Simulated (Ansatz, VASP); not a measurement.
# AlCu in VASP and in Ansatz

```
CELL_PARAMETERS angstrom
2.99751 0.00375 0.00000
0.00375 2.99751 0.00000
0.00000 0.00000 2.99751
ATOMIC_POSITIONS crystal
Al 0.00000 0.00000 0.00000
Cu 0.50000 0.50000 0.50000
```

Change from the starting cell: strain +0.0025 x Voigt [0, 0, 0, 0, 0, 1], atoms carried along.

Alike in both runs: task single point; functional PBEsol; k mesh 16 × 16 × 16; occupations gaussian, width 0.15 eV; no spin polarisation.

|  | VASP | Ansatz |
| --- | --- | --- |
| version | VASP 6.6.1 | Ansatz 0.2.0 |
| potentials or method | VASP PAW PBE potentials, release 64 (Al, Cu), cutoff 520 eV | scalar-relativistic, plane waves, PAW |
| valence electrons in the cell | 14 | 22 |

```tsv
	VASP	Ansatz	Ansatz less VASP
gap on the k mesh at the Fermi level (eV)	none	none	-
pressure (GPa)	-4.4	-4.8	-0.42
traceless stress, the component that is largest in VASP (GPa)	-0.07	-0.07	-0.001
```

VASP's potentials were made for PBE, not for PBEsol. A gap of «none» marks a metal or a gap that the smearing closes. VASP's potentials hold 14 valence electrons a cell and Ansatz's 22, so a difference there can come from the potentials and not from the codes.
